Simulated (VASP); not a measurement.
Write the native input for VASP 6.6.1 that does the following.

| Property | Result |
| --- | --- |
| Task | single point |
| Functional | PBE |
| Potentials or basis | VASP PAW PBE potentials, release 64 (Cu) |
| Cutoff | 520 eV |
| k mesh | 24 × 24 × 24 |
| Occupations | gaussian, width 0.1 eV |
| Spin | no spin polarisation |
| Dipole correction | no |
| Further INCAR settings | ALGO = Normal; EDIFF = 1e-07; NBANDS = 12 |

The structure of Cu lies in POSCAR:

```
Cu
1.0
    0.0000000000      1.8150636710      1.8150636710
    1.8150636710      0.0000000000      1.8150636710
    1.8150636710      1.8150636710      0.0000000000
Cu
1
Direct
    0.0000000000      0.0000000000      0.0000000000
```

The input as run:

INCAR

```
PREC = Accurate
ENCUT = 520
EDIFF = 1E-7
ISMEAR = 0
SIGMA = 0.1
LREAL = False
LASPH = True
NELM = 60
ALGO = Normal
ISIF = 2
LWAVE = False
LCHARG = True
GGA = PE
LELF = True
LVHAR = True
NBANDS = 12
```

KPOINTS

```
Automatic mesh
0
Gamma
  24 24 24
```

Potentials or basis: VASP PAW PBE potentials, release 64 (Cu).

The run is started by

```sh
$ cat potpaw_PBE.64/Cu/POTCAR > POTCAR
$ mpirun -np 1 vasp_std > vasp.out
```

Results of the run:

```json
{"Pressure": "0.5 GPa"}
```

Wall time 58 s on 1 thread of Intel(R) Xeon(R) Platinum 8259CL CPU @ 2.50GHz (Skylake/Cascade Lake), with other jobs on the host, peak memory 0.17 GiB.
